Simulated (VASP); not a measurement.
A run of VASP 6.6.1 is set up as follows.

File INCAR:

```
AGGAC = 1.0
AGGAX = 1.0
ALDAC = 0.0
ALDAX = 1.0
ALGO = Normal
EDIFF = 1E-6
ENCUT = 520
GGA = B5
ISIF = 2
ISMEAR = -1
LASPH = True
LCHARG = True
LELF = True
LREAL = False
LVHAR = True
LWAVE = False
NBANDS = 16
NELM = 100
PREC = Accurate
SIGMA = 0.05
```

Contents of KPOINTS:

```
k-points
0
Gamma
  10 10 10
```

POSCAR

```
GaN
1.0
    0.0000000000      2.2074978911      2.2074978911
    2.2074978911      0.0000000000      2.2074978911
    2.2074978911      2.2074978911      0.0000000000
Ga N
1 1
Direct
    0.0000000000      0.0000000000      0.0000000000
    0.2500000000      0.2500000000      0.2500000000
```

Potentials or basis: VASP PAW PBE potentials, release 64 (Ga_d, N).

Command:

```sh
$ cat potpaw_PBE.64/Ga_d/POTCAR potpaw_PBE.64/N/POTCAR > POTCAR
$ mpirun -np 1 vasp_std > vasp.out
```

Predict the band gap on the k mesh.

2.22 eV, direct.

What does it give for the pressure?

26.7 GPa.

Caveat: the PAW data sets were made with another functional, which shifts forces and pressure a little.
